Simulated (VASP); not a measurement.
# PbS: single point with PBE

PbS:

```xyz
2
Lattice="0.0000 3.0040 3.0040 3.0040 0.0000 3.0040 3.0040 3.0040 0.0000" Properties=species:S:1:pos:R:3 pbc="T T T"
Pb    0.0000    0.0000    0.0000
S     3.0040    3.0040    3.0040
```

```json
{
  "Program": "VASP 6.6.1",
  "Task": "single point",
  "Functional": "PBE",
  "Potentials or basis": "VASP PAW PBE potentials, release 64 (Pb_d, S)",
  "Cutoff": "520 eV",
  "k mesh": "8 × 8 × 8",
  "Occupations": "fermi-dirac, width 0.06 eV",
  "Spin": "no spin polarisation"
}
```

```yaml
Pressure: -0.1 GPa
Band_gap_on_the_k_mesh: 0.50 eV, direct
```

Levels at points of the mesh, in eV from the valence-band top:
| k point | band 7 | band 8 | band 9 | band 10 | band 11 | band 12 | band 13 | band 14 |
| --- | --- | --- | --- | --- | --- | --- | --- | --- |
| (0.00, 0.00, 0.00) | -6.07 | -1.95 | -1.95 | -1.95 | 5.14 | 5.14 | 5.14 | 6.87 |
| (0.50, 0.00, 0.00) | -8.59 | -1.58 | -1.58 | 0.00 | 0.50 | 2.08 | 2.08 | 8.65 |
| (0.50, 0.50, 0.00) | -7.11 | -4.83 | -3.16 | -3.16 | 4.07 | 5.48 | 5.58 | 5.58 |

Wall time 9.2 s on 1 thread of Intel(R) Xeon(R) 6975P-C (Granite Rapids), on a shared host, peak memory 0.18 GiB.

Caveat: spin-orbit coupling is left out, which moves the levels of the heavy elements. A k mesh can miss the band edges.
